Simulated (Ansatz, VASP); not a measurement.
# Li2P: VASP beside Ansatz

```
Li P
1.0
    -2.08080    2.08080    5.73840
     2.08080   -2.08080    5.73840
     2.08080    2.08080   -5.73840
Li P
4 2
Direct
  0.50000 0.00000 0.50000
  0.00000 0.50000 0.50000
  0.32115 0.32115 0.00000
  0.67885 0.67885 0.00000
  0.10312 0.10312 0.00000
  0.89688 0.89688 0.00000
```

Alike in both runs: functional PBE; k mesh 12 × 12 × 12; occupations gaussian, width 0.1 eV; no spin polarisation.

Ansatz relaxed the structure, and its values are those at the end. VASP's run is a single point on that final structure, the one shown.

|  | VASP | Ansatz |
| --- | --- | --- |
| version | VASP 6.6.1 | Ansatz 0.2.0 |
| potentials or method | VASP PAW PBE potentials, release 64 (Li_sv, P), cutoff 520 eV | scalar-relativistic, plane waves, PAW |
| valence electrons in the cell | 22 | 22 |

Ansatz gave:

```
gap on the k mesh at the Fermi level (eV) : none
rms of the force components (eV/Å)        : 0.003
```

Task: Estimate VASP's values.

Result: gap on the k mesh at the Fermi level (eV): none; rms of the force components (eV/Å): 0.010.

A gap of «none» marks a metal or a gap that the smearing closes. The functional is the same, so the differences come from potentials, cutoffs and numerics.

Noted on VASP's run: the cutoff is short for stress, so the pressure is rough.
